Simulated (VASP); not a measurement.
Wanted: the native input for a VASP 6.6.1 run.

- Task: single point
- Functional: PBE
- Potentials or basis: VASP PAW PBE potentials, release 64 (Li_sv)
- Cutoff: 520 eV
- k mesh: 16 × 16 × 16
- Occupations: gaussian, width 0.1 eV
- Spin: no spin polarisation
- Dipole correction: no
- Further INCAR settings: ALGO = Fast; EDIFF = 1e-07; NBANDS = 10

The structure of Li lies in POSCAR:

```
Li
1.0
    0.0000000000      2.5256385766      5.2742574805
    1.5265644174      0.0000000000      5.2742574805
    1.5265644174      2.5256385766      0.0000000000
Li
2
Direct
    0.8697154636      0.8697154636      0.1302845364
    0.1302845364      0.1302845364      0.8697154636
```

These files were run (other wordings do the same):

INCAR

```
PREC     = Accurate       # precision mode
ENCUT    = 520            # plane-wave cutoff, eV
EDIFF    = 1E-7           # SCF threshold, eV
ISMEAR   = 0              # smearing method
SIGMA    = 0.1            # smearing width, eV
LREAL    = False          # projectors in reciprocal space
LASPH    = True           # aspherical terms in the spheres
NELM     = 100            # most SCF steps
ALGO     = Fast           # electronic algorithm
ISIF     = 2              # what is computed and relaxed
LWAVE    = False          # write WAVECAR
LCHARG   = True           # write CHGCAR
GGA      = PE             # functional
LELF     = True           # ELF
LVHAR    = True         
NBANDS   = 10             # bands
```

KPOINTS

```
regular mesh
0
Gamma
  16 16 16
```

Potentials or basis: VASP PAW PBE potentials, release 64 (Li_sv).

Launch:

```sh
$ cat potpaw_PBE.64/Li_sv/POTCAR > POTCAR
$ mpirun -np 1 vasp_std > vasp.out
```

Results of the run:

The band gap on the k mesh is zero (bands 3 and 4 overlap by 4.51 eV).

Run time: 6.2 min on 1 thread of AMD EPYC 9R45 96-Core Processor (Zen 5) (shared host), peak memory 0.31 GiB.
